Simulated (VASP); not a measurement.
Set up this calculation in VASP 6.6.1, as the native input.

- Task: relaxation of cell and atoms
- Functional: PBE
- Potentials or basis: VASP PAW PBE potentials, release 64 (Sr_sv, Ti_sv, Te)
- Cutoff: 600 eV
- k mesh: 4 × 4 × 4
- Occupations: gaussian, width 0.1 eV
- Spin: no spin polarisation
- Dipole correction: no
- Further INCAR settings: ALGO = Normal; EDIFF = 1e-07; IBRION = 2; EDIFFG = -0.04; NSW = 90; ISIF = 3

The structure of SrTiTe3 lies in POSCAR:

```
SrTiTe3
1.0
    4.9744576200      0.0000000000      0.0000000000
    0.0000000000      4.9744576200      0.0000000000
    0.0000000000      0.0000000000      5.5905849900
Sr Ti Te
1 1 3
Direct
    0.5000000000      0.5000000000      0.5000000000
    0.0000000000      0.0000000000      0.0000000000
    0.0000000000      0.0000000000      0.5000000000
    0.0000000000      0.5000000000      0.0000000000
    0.5000000000      0.0000000000      0.0000000000
```

These files were run (other wordings do the same):

INCAR

```
  ALGO = Normal
  EDIFF = 1E-7
  EDIFFG = -0.04
  ENCUT = 600
  GGA = PE
  IBRION = 2
  ISIF = 3
  ISMEAR = 0
  LASPH = T
  LCHARG = F
  LREAL = F
  LWAVE = F
  NELM = 100
  NSW = 90
  PREC = Accurate
  SIGMA = 0.1
```

KPOINTS

```
k-points
0
Gamma
  4 4 4
```

Potentials or basis: VASP PAW PBE potentials, release 64 (Sr_sv, Ti_sv, Te).

Command:

```sh
$ cat potpaw_PBE.64/Sr_sv/POTCAR potpaw_PBE.64/Ti_sv/POTCAR potpaw_PBE.64/Te/POTCAR > POTCAR
$ mpirun -np 1 vasp_std > vasp.out
```

It gave:

- Relaxed volume: 32.09 Å³/atom
- Relaxed cell: a = 5.436 Å, b = 5.436 Å, c = 5.431 Å, α = 90.00°, β = 90.00°, γ = 90.00°
- Space group after relaxing (to 0.05 Å): Pm-3m (No. 221)
- Energy gained by relaxing: 187.8 meV/atom
- Ionic steps: 7
- Pressure after relaxing: 0.1 GPa
- Band gap on the k mesh: zero (band 20 reaches 5.78 eV, above the bottom of band 21 at 4.97 eV)

Caveat: the volume moved by over 15 % at a fixed basis, so the end points are rough; spin-orbit coupling is left out, which moves the levels of the heavy elements.

Wall time 6.9 min on 1 thread of Intel(R) Xeon(R) 6975P-C (Granite Rapids) (shared host), peak memory 0.33 GiB.
